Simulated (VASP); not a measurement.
# Sr7RuO8 (Fm-3m) in VASP: single point with PBEsol+U

Aim: the single point of Sr7RuO8 with PBEsol+U.

Everything below comes from runs of VASP 6.6.1. Logs are shortened: lines on timing, memory, paths and dates and some standing lists are left out, and cuts for length are marked.

**1. The cell of the first run**

It takes space group Fm-3m (No. 225, cubic). The conventional cell has a = 10.323 Å, b = 10.323 Å, c = 10.323 Å, α = 90.00°, β = 90.00°, γ = 90.00°. Within 3.4 Å of Ru (site symmetry m-3m) lie 6 O at 2.55 Å. Within 3.4 Å of Sr (site symmetry mmm) lie 6 O at 2.58 Å. Within 3.4 Å of Sr (site symmetry m-3m) lie 6 O at 2.61 Å. Within 3.4 Å of O (site symmetry -43m) lie 6 Sr at 2.58 Å. Within 3.4 Å of O (site symmetry 4mm) lie 1 Ru at 2.55 Å and 5 Sr at 2.58 to 2.61 Å.

**2. Single point, PBEsol+U, collinear spin, ferromagnetic start**

INCAR

```
SYSTEM = Sr7RuO8
PREC = Accurate
ENCUT = 600
EDIFF = 1E-6
ISMEAR = 0
SIGMA = 0.05
LREAL = .FALSE.
LASPH = .TRUE.
NELM = 200
ALGO = Normal
ISIF = 2
LWAVE = .FALSE.
LCHARG = .FALSE.
ISPIN = 2
MAGMOM = 3.29 0 0 0 0 0 0 0.02 0 0.08 0.1 0.1 0.1 0.1 0.08 0
LORBIT = 11
LMAXMIX = 4
LDAU = .TRUE.
LDAUTYPE = 2
LDAUL = 2 -1 -1
LDAUU = 2 0 0
LDAUJ = 0 0 0
LDAUPRINT = 1
GGA = PS
NBANDS = 84
GGA_COMPAT = .FALSE.
```

KPOINTS

```
Automatic mesh
0
G
  3 3 3
  0 0 0
```

POSCAR

```
Sr7RuO8
1.0
    0.0000000000      5.1613200000      5.1613200000
    5.1613200000      0.0000000000      5.1613200000
    5.1613200000      5.1613200000      0.0000000000
Ru Sr O
1 7 8
Direct
    0.0000000000      1.0000000000      1.0000000000
    0.0000000000      0.0000000000      0.5000000000
    0.0000000000      0.5000000000      0.0000000000
    0.0000000000      0.5000000000      0.5000000000
    0.5000000000      0.0000000000      0.0000000000
    0.5000000000      0.0000000000      0.5000000000
    0.5000000000      0.5000000000      0.0000000000
    0.5000000000      0.5000000000      0.5000000000
    0.2500000000      0.2500000000      0.2500000000
    0.2473853934      0.2473853934      0.7526146066
    0.2473853934      0.7526146066      0.2473853934
    0.2473853934      0.7526146066      0.7526146066
    0.7526146066      0.2473853934      0.2473853934
    0.7526146066      0.2473853934      0.7526146066
    0.7526146066      0.7526146066      0.2473853934
    0.7500000000      0.7500000000      0.7500000000
```

Potentials or basis: VASP PAW PBE potentials, release 64 (Ru_pv, Sr_sv, O).

On the command line:

```console
> cat potpaw_PBE.64/Ru_pv/POTCAR potpaw_PBE.64/Sr_sv/POTCAR potpaw_PBE.64/O/POTCAR > POTCAR
> mpirun -np 1 vasp_std > vasp.out
```

OUTCAR:

```text
SYSTEM = Sr7RuO8
   PREC = Accurate
   ENCUT = 600
   EDIFF = 1E-6
   ISMEAR = 0
   LREAL = .FALSE.
   LASPH = .TRUE.
   NELM = 200
   ISIF = 2
   ISPIN = 2
   LORBIT = 11
   GGA = PS

 ion  position               nearest neighbor table
   1  0.000  0.000  0.000-  10 2.55  11 2.55  12 2.55  13 2.55  14 2.55  15 2.55   2 3.65   3 3.65
                             5 3.65   2 3.65   4 3.65   6 3.65   3 3.65   4 3.65   7 3.65   5 3.65
   2  0.000  0.000  0.500-   9 2.58  16 2.58  12 2.58  13 2.58  14 2.58  11 2.58   1 3.65   4 3.65
                             6 3.65   1 3.65   3 3.65   5 3.65   3 3.65   4 3.65   8 3.65   5 3.65
   3  0.000  0.500  0.000-   9 2.58  16 2.58  12 2.58  13 2.58  15 2.58  10 2.58   1 3.65   4 3.65
                             7 3.65   2 3.65   4 3.65   8 3.65   1 3.65   2 3.65   5 3.65   5 3.65
   4  0.000  0.500  0.500-   9 2.58  16 2.58  11 2.58  14 2.58  15 2.58  10 2.58   2 3.65   3 3.65
                             8 3.65   1 3.65   3 3.65   7 3.65   1 3.65   2 3.65   6 3.65   6 3.65
   5  0.500  0.000  0.000-   9 2.58  16 2.58  11 2.58  14 2.58  15 2.58  10 2.58   1 3.65   6 3.65
                             7 3.65   2 3.65   6 3.65   8 3.65   3 3.65   7 3.65   8 3.65   1 3.65
   6  0.500  0.000  0.500-   9 2.58  16 2.58  12 2.58  13 2.58  15 2.58  10 2.58   2 3.65   5 3.65
                             8 3.65   1 3.65   5 3.65   7 3.65   4 3.65   7 3.65   8 3.65   1 3.65
   7  0.500  0.500  0.000-   9 2.58  16 2.58  12 2.58  13 2.58  14 2.58  11 2.58   3 3.65   5 3.65
                             8 3.65   4 3.65   6 3.65   8 3.65   1 3.65   5 3.65   6 3.65   1 3.65
   8  0.500  0.500  0.500-  10 2.61  11 2.61  12 2.61  13 2.61  14 2.61  15 2.61   4 3.65   6 3.65
                             7 3.65   3 3.65   5 3.65   7 3.65   2 3.65   5 3.65   6 3.65   2 3.65
   9  0.250  0.250  0.250-   2 2.58   3 2.58   4 2.58   5 2.58   6 2.58   7 2.58
  10  0.247  0.247  0.753-   1 2.55   3 2.58   4 2.58   5 2.58   6 2.58   8 2.61
  11  0.247  0.753  0.247-   1 2.55   2 2.58   4 2.58   5 2.58   7 2.58   8 2.61
  12  0.247  0.753  0.753-   1 2.55   2 2.58   3 2.58   6 2.58   7 2.58   8 2.61
  13  0.753  0.247  0.247-   1 2.55   2 2.58   3 2.58   6 2.58   7 2.58   8 2.61
  14  0.753  0.247  0.753-   1 2.55   2 2.58   4 2.58   5 2.58   7 2.58   8 2.61
  15  0.753  0.753  0.247-   1 2.55   3 2.58   4 2.58   5 2.58   6 2.58   8 2.61
  16  0.750  0.750  0.750-   2 2.58   3 2.58   4 2.58   5 2.58   6 2.58   7 2.58

  LATTYP: Found a face centered cubic cell.
 ALAT       =    10.3226400000

  Lattice vectors:

 A1 = (   0.0000000000,   5.1613200000,   5.1613200000)
 A2 = (   5.1613200000,   0.0000000000,   5.1613200000)
 A3 = (   5.1613200000,   5.1613200000,   0.0000000000)

Analysis of symmetry for initial positions (statically):
=====================================================================
 Subroutine PRICEL returns:
 Original cell was already a primitive cell.

 Routine SETGRP: Setting up the symmetry group for a
 face centered cubic supercell.

 Subroutine GETGRP returns: Found 48 space group operations
 (whereof 48 operations were pure point group operations)
 out of a pool of 48 trial point group operations.

The static configuration has the point symmetry O_h .

Analysis of symmetry for dynamics (positions and initial velocities):
=====================================================================
 Subroutine PRICEL returns:
 Original cell was already a primitive cell.

 Routine SETGRP: Setting up the symmetry group for a
 face centered cubic supercell.

 Subroutine GETGRP returns: Found 48 space group operations
 (whereof 48 operations were pure point group operations)
 out of a pool of 48 trial point group operations.

The dynamic configuration has the point symmetry O_h .

Analysis of structural, dynamic, and magnetic symmetry:
=====================================================================
 Subroutine PRICEL returns:
 Original cell was already a primitive cell.

 Routine SETGRP: Setting up the symmetry group for a
 face centered cubic supercell.

 Subroutine GETGRP returns: Found 16 space group operations
 (whereof 16 operations were pure point group operations)
 out of a pool of 48 trial point group operations.

The overall configuration has the point symmetry D_4h.

 Subroutine INISYM returns: Found 16 space group operations
 (whereof 16 operations are pure point group operations),
[... 151 lines left out ...]

spin component  1

  0.8873  0.0000  0.0000  0.0000  0.0000
  0.0000  0.8805  0.0000  0.0000 -0.0000
  0.0000  0.0000  0.9278 -0.0000 -0.0000
  0.0000  0.0000 -0.0000  0.8805  0.0000
  0.0000 -0.0000 -0.0000  0.0000  0.9298

spin component  2

  0.0552 -0.0000  0.0000 -0.0000  0.0000
 -0.0000  0.4532 -0.0000  0.0000 -0.0000
  0.0000 -0.0000  0.1406 -0.0000  0.0000
 -0.0000  0.0000 -0.0000  0.4532  0.0000
  0.0000 -0.0000  0.0000  0.0000  0.1568

 occupancies and eigenvectors

  o =  0.0552  v =  0.0000  0.0000  0.0000  0.0000  0.0000  1.0000  0.0000  0.0000  0.0000  0.0000      0.0000  0.0000  0.0000  0.0000  0.0000  0.0000  0.0000  0.0000  0.0000  0.0000
  o =  0.1406  v =  0.0000  0.0000  0.0000  0.0000  0.0000  0.0000  0.0000  1.0000  0.0000 -0.0000      0.0000  0.0000  0.0000  0.0000  0.0000  0.0000  0.0000  0.0000  0.0000  0.0000
  o =  0.1568  v =  0.0000  0.0000  0.0000  0.0000  0.0000  0.0000 -0.0000 -0.0000  0.0000 -1.0000      0.0000  0.0000  0.0000  0.0000  0.0000  0.0000  0.0000  0.0000  0.0000  0.0000
  o =  0.4532  v =  0.0000  0.0000  0.0000  0.0000  0.0000  0.0000  0.2572 -0.0000 -0.9663 -0.0000      0.0000  0.0000  0.0000  0.0000  0.0000  0.0000  0.0000  0.0000  0.0000  0.0000
  o =  0.4532  v =  0.0000  0.0000  0.0000  0.0000  0.0000  0.0000 -0.9663  0.0000 -0.2572  0.0000      0.0000  0.0000  0.0000  0.0000  0.0000  0.0000  0.0000  0.0000  0.0000  0.0000
  o =  0.8805  v =  0.0000  0.9986 -0.0000  0.0533  0.0000  0.0000  0.0000  0.0000  0.0000  0.0000      0.0000  0.0000  0.0000  0.0000  0.0000  0.0000  0.0000  0.0000  0.0000  0.0000
  o =  0.8805  v =  0.0000 -0.0533  0.0000  0.9986 -0.0000  0.0000  0.0000  0.0000  0.0000  0.0000      0.0000  0.0000  0.0000  0.0000  0.0000  0.0000  0.0000  0.0000  0.0000  0.0000
  o =  0.8873  v =  1.0000  0.0000  0.0000  0.0000  0.0000  0.0000  0.0000  0.0000  0.0000  0.0000      0.0000  0.0000  0.0000  0.0000  0.0000  0.0000  0.0000  0.0000  0.0000  0.0000
  o =  0.9278  v =  0.0000 -0.0000 -1.0000  0.0000  0.0000  0.0000  0.0000  0.0000  0.0000  0.0000      0.0000  0.0000  0.0000  0.0000  0.0000  0.0000  0.0000  0.0000  0.0000  0.0000
  o =  0.9298  v =  0.0000  0.0000 -0.0000 -0.0000 -1.0000  0.0000  0.0000  0.0000  0.0000  0.0000      0.0000  0.0000  0.0000  0.0000  0.0000  0.0000  0.0000  0.0000  0.0000  0.0000

 number of electron     131.9999997 magnetization       3.9999842

 Free energy of the ion-electron system (eV)
  ---------------------------------------------------
  ext. energy  EPLUGINS =         0.00000000
  ---------------------------------------------------
  free energy    TOTEN  =      -100.11364710 eV

  energy without entropy =     -100.10578601  energy(sigma->0) =     -100.10971655

 E-fermi :   3.1831     XC(G=0): -10.2838

 val. band max:        3.1580452105   @ k =   0.0000  -0.3333   0.3333
 cond. band min:       3.2507276594   @ k =  -0.3333   0.3333   0.0000
 fundamental gap:      0.0926824489
 Fermi energy:         3.1830656455

 spin component 1

 k-point     1 :       0.0000    0.0000    0.0000
  band No.  band energies     occupation
      1     -41.0011      1.00000
      2     -41.0011      1.00000
      3     -40.4759      1.00000
      4     -31.0233      1.00000
      5     -30.5518      1.00000
      6     -30.4951      1.00000
[... 475 lines left out ...]
     77       7.7086      0.00000
     78       7.7513      0.00000
 Fermi energy:         3.1830656455

 spin component 2

 k-point     1 :       0.0000    0.0000    0.0000
  band No.  band energies     occupation
      1     -38.3979      1.00000
      2     -38.3979      1.00000
      3     -38.2217      1.00000
      4     -31.0124      1.00000
      5     -30.5541      1.00000
      6     -30.4970      1.00000
[... 475 lines left out ...]
     77       7.7756      0.00000
     78       7.8236      0.00000
 [bands above 78 left out]

------------------------ aborting loop because EDIFF is reached ----------------------------------------

  FORCE on cell =-STRESS in cart. coord.  units (eV):
  Direction    XX          YY          ZZ          XY          YZ          ZX
  --------------------------------------------------------------------------------------
  -------------------------------------------------------------------------------------
  Total       -8.9945254     -8.9945254     -8.6139379      0.0000000      0.0000000      0.0000000
  in kB      -52.4054535    -52.4054535    -50.1880089      0.0000000      0.0000000      0.0000000
  external PRESSURE =     -51.6663053 kB  Pullay stress =       0.0000000 kB

 VOLUME and BASIS-vectors are now :
 -----------------------------------------------------------------------------
  energy-cutoff  :      600.00
  volume of cell :      274.99
      direct lattice vectors                 reciprocal lattice vectors
     0.000000000  5.161320000  5.161320000    -0.096874443  0.096874443  0.096874443
     5.161320000  0.000000000  5.161320000     0.096874443 -0.096874443  0.096874443
     5.161320000  5.161320000  0.000000000     0.096874443  0.096874443 -0.096874443

 POSITION                                       TOTAL-FORCE (eV/Angst)
 -----------------------------------------------------------------------------------
      0.00000      0.00000      0.00000        -0.000000      0.000000      0.000000
      2.58066      2.58066      0.00000        -0.000000      0.000000      0.000000
      2.58066      0.00000      2.58066        -0.000000      0.000000      0.000000
      5.16132      2.58066      2.58066        -0.000000      0.000000      0.000000
      0.00000      2.58066      2.58066        -0.000000      0.000000     -0.000000
      2.58066      5.16132      2.58066        -0.000000      0.000000     -0.000000
[... 8 lines left out ...]
      5.16132      5.16132      7.76897        -0.000000      0.000000     -0.088337
      7.74198      7.74198      7.74198        -0.000000      0.000000     -0.000000
 -----------------------------------------------------------------------------------
    total drift:                                0.000000      0.000000     -0.000000

  FREE ENERGIE OF THE ION-ELECTRON SYSTEM (eV)
  ---------------------------------------------------
  free  energy   TOTEN  =      -100.1136471018 eV

  energy  without entropy=     -100.1057860076  energy(sigma->0) =     -100.10971655

 total charge

# of ion       s       p       d       tot
------------------------------------------
    1        0.182   6.079   5.732  11.994
    2        2.014   5.777   0.249   8.040
    3        2.014   5.777   0.251   8.041
    4        2.014   5.777   0.251   8.041
    5        2.014   5.777   0.251   8.041
    6        2.014   5.777   0.251   8.041
[... 8 lines left out ...]
   15        1.547   3.362   0.000   4.909
   16        1.544   3.398   0.000   4.942
--------------------------------------------------
tot         26.650  73.482   7.482 107.614

 magnetization (x)

# of ion       s       p       d       tot
------------------------------------------
    1        0.019   0.015   3.235   3.268
    2       -0.000  -0.001  -0.002  -0.003
    3       -0.000  -0.000  -0.005  -0.006
    4       -0.000  -0.000  -0.005  -0.006
    5       -0.000  -0.000  -0.005  -0.006
    6       -0.000  -0.000  -0.005  -0.006
[... 8 lines left out ...]
   15        0.005   0.080   0.000   0.085
   16        0.000   0.001   0.000   0.001
--------------------------------------------------
tot          0.049   0.510   3.219   3.778
```

Wall time 17 min (1 thread of Intel Xeon 8259CL, shared host); peak memory 0.81 GiB.

What came out:

```
Free energy                                           : -100.1136 eV
Pressure                                              : -5.2 GPa
Largest force                                         : 0.088 eV/Å
Band gap on the k mesh                                : zero (filled and empty bands overlap)
Net moment                                            : 4.00 μB per cell
Site moments                                          : Ru +3.27; Sr -0.00, -0.01, +0.01 (each value once); O +0.00, +0.09 (each value once) μB
Valence electrons inside the program's atomic spheres : Ru 11.99; Sr 8.04, 8.03 (each value once); O 4.94, 4.91 (each value once)
```

Forces in eV/Å, atoms in the order of the input:
```
Ru   0.000  0.000  0.000
Sr   0.000  0.000  0.000
Sr   0.000  0.000  0.000
Sr   0.000  0.000  0.000
Sr   0.000  0.000  0.000
Sr   0.000  0.000  0.000
Sr   0.000  0.000  0.000
Sr   0.000  0.000  0.000
O    0.000  0.000  0.000
O    0.000  0.000  0.088
O    0.000 -0.072  0.000
O    0.072  0.000  0.000
O   -0.072  0.000  0.000
O    0.000  0.072  0.000
O    0.000  0.000 -0.088
O    0.000  0.000  0.000
```

Stress tensor (GPa, compression positive):
```
-5.24  0.00  0.00
 0.00 -5.24  0.00
 0.00  0.00 -5.02
```

Eigenvalues of the final occupation matrices:
| site | spin | trace | eigenvalues |
| --- | --- | --- | --- |
| site 1 d | 1 | 4.51 | 0.88 0.88 0.89 0.93 0.93 |
| site 1 d | 2 | 1.26 | 0.06 0.14 0.16 0.45 0.45 |

Caveat: the cell stands under tension; the PAW data sets were made with another functional, which shifts forces and pressure a little.

The gap in the log of VASP goes by the Fermi energy; the results here count the filled bands.